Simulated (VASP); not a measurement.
Ti:

```
Ti
1.0
     4.59762    0.00000    0.00000
    -2.29881    3.98166    0.00000
     0.00000    0.00000    2.84496
Ti
3
Direct
  0.66667 0.33333 0.50000
  0.33333 0.66667 0.50000
  0.00000 0.00000 0.00000
```

This cell differs from its parent crystal: volume scaled by 1.02.

Base run:

```yaml
Program: VASP 6.6.1
Functional: LDA
Potentials_or_basis: VASP PAW LDA potentials, release 64 (Ti_sv)
Cutoff: 520 eV
k_mesh: 7 × 7 × 9
Occupations: fermi-dirac, width 0.05 eV
Spin: no spin polarisation
```

Its results: band gap on the k mesh zero (band 18 reaches 8.15 eV, above the bottom of band 19 at 7.90 eV); pressure -9.9 GPa.

Question: The run is repeated on the same cell with these changes: functional from LDA to PBEsol; potentials or basis from VASP PAW LDA potentials, release 64 (Ti_sv) to VASP PAW PBE potentials, release 64 (Ti_sv). What comes out?

Answer: Band gap on the k mesh zero (band 18 reaches 8.29 eV, above the bottom of band 19 at 8.03 eV); pressure -5.9 GPa.

Caveats: the PAW data sets were made with another functional, which shifts forces and pressure a little (some runs).
